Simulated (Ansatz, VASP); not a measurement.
**Two plane-wave programs on Cu**

```
CELL_PARAMETERS angstrom
-1.44279 1.44279 1.37608
1.44279 -1.44279 1.37608
1.44279 1.44279 -1.37608
ATOMIC_POSITIONS crystal
Cu 0.00000 0.00000 0.00000
```

Alike in both runs: task single point; functional LDA; k mesh 10 × 10 × 10; occupations methfessel-paxton of order 1, width 0.01 eV; no spin polarisation.

|  | VASP | Ansatz |
| --- | --- | --- |
| version | VASP 6.6.1 | Ansatz 0.2.0 |
| potentials or method | VASP PAW LDA potentials, release 64 (Cu), cutoff 520 eV | plane waves, PAW |
| valence electrons in the cell | 11 | 19 |

|  | VASP | Ansatz | Ansatz less VASP |
| --- | --- | --- | --- |
| pressure (GPa) | -6.7 | -8.1 | -1.42 |
| traceless stress, the component that is largest in VASP (GPa) | -1.51 | -0.63 | +0.880 |

LDA's correlation is that of Perdew and Zunger in VASP and of Perdew and Wang (1992) in Ansatz. VASP's potentials hold 11 valence electrons a cell and Ansatz's 19, so a difference there can come from the potentials and not from the codes. Ansatz's warnings: stress scf threshold loose.
